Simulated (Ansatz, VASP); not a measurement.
NbPdSe3 in VASP and in Ansatz

INCAR

```
SYSTEM = NbPdSe3
  ALGO = Normal
  EDIFF = 1E-7
  ENCUT = 520
  GGA = PE
  ISIF = 2
  ISMEAR = 0
  ISPIN = 2
  LASPH = .True.
  LCHARG = .False.
  LMAXMIX = 4
  LORBIT = 11
  LREAL = .False.
  LWAVE = .False.
  MAGMOM = 0 1 0 0 0
  NBANDS = 32
  NELM = 150
  PREC = Accurate
  SIGMA = 0.1
```

File KPOINTS:

```
k-points
0
Gamma
  4 4 4
  0 0 0
```

The input POSCAR:

```
NbPdSe3
1.0
    4.9071135000      0.0000000000      0.0000000000
    0.0000000000      4.9071135000      0.0000000000
    0.0000000000      0.0000000000      4.9055315800
Nb Pd Se
1 1 3
Direct
    0.0000000000      0.0000000000      0.5142551100
    0.5000000000      0.5000000000      0.0063817900
    0.0000000000      0.5000000000      0.5135070100
    0.0000000000      0.0000000000      0.0140400500
    0.5000000000      0.0000000000      0.5135070100
```

Input for Ansatz:

```yaml
crystal:
  lattice:
    - [4.9071135, 0.0, 0.0]
    - [0.0, 4.9071135, 0.0]
    - [0.0, 0.0, 4.90553158]
  atoms:
    - { symbol: Nb, position: [0.0, 0.0, 0.51425511] }
    - { symbol: Pd, position: [0.5, 0.5, 0.00638179], spin: 1.0 }
    - { symbol: Se, position: [0.0, 0.5, 0.51350701] }
    - { symbol: Se, position: [0.0, 0.0, 0.01404005] }
    - { symbol: Se, position: [0.5, 0.0, 0.51350701] }
basis:
  ecutwfc: 420
kpoints:
  mp_grid: { grid: [4, 4, 4] }
hamiltonian:
  xc: pbe
scf:
  occupations: { method: gaussian, width: 0.1 }
  lower_state_search: "off"
output:
  forces: true
  stress: true
  eigenvalues: true
  populations: true
magnetization:
  spin_polarized: true
```

Change from the starting cell: species swapped into the CsInBr3 type (P4mm, No. 99).

Alike in both runs: task single point; functional PBE; k mesh 4 × 4 × 4; occupations gaussian, width 0.1 eV; collinear spin.

```csv
,VASP,Ansatz
version,VASP 6.6.1,Ansatz 0.2.0
potentials or method,"VASP PAW PBE potentials, release 64 (Nb_sv, Pd, Se), cutoff 520 eV","scalar-relativistic, plane waves, PAW"
valence electrons in the cell,41,79
```

Ansatz gave:

- gap on the k mesh at the Fermi level (eV): none
- pressure (GPa): 5.1
- rms of the force components (eV/Å): 0.021
- net moment per atom (μB): 0.15
- size of the moment on the site where the two differ most (μB): 0.09

Task: What did VASP give for the same quantities?

Result: gap on the k mesh at the Fermi level (eV): none; pressure (GPa): 5.0; rms of the force components (eV/Å): 0.021; net moment per atom (μB): 0.15; size of the moment on the site where the two differ most (μB): 0.10.

Site moments also hang on the region over which each program counts them. Atom by atom the forces differ by 0.000 eV/Å (rms over components). A gap of «none» marks a metal or a gap that the smearing closes. VASP's potentials hold 41 valence electrons a cell and Ansatz's 79, so a difference there can come from the potentials and not from the codes.
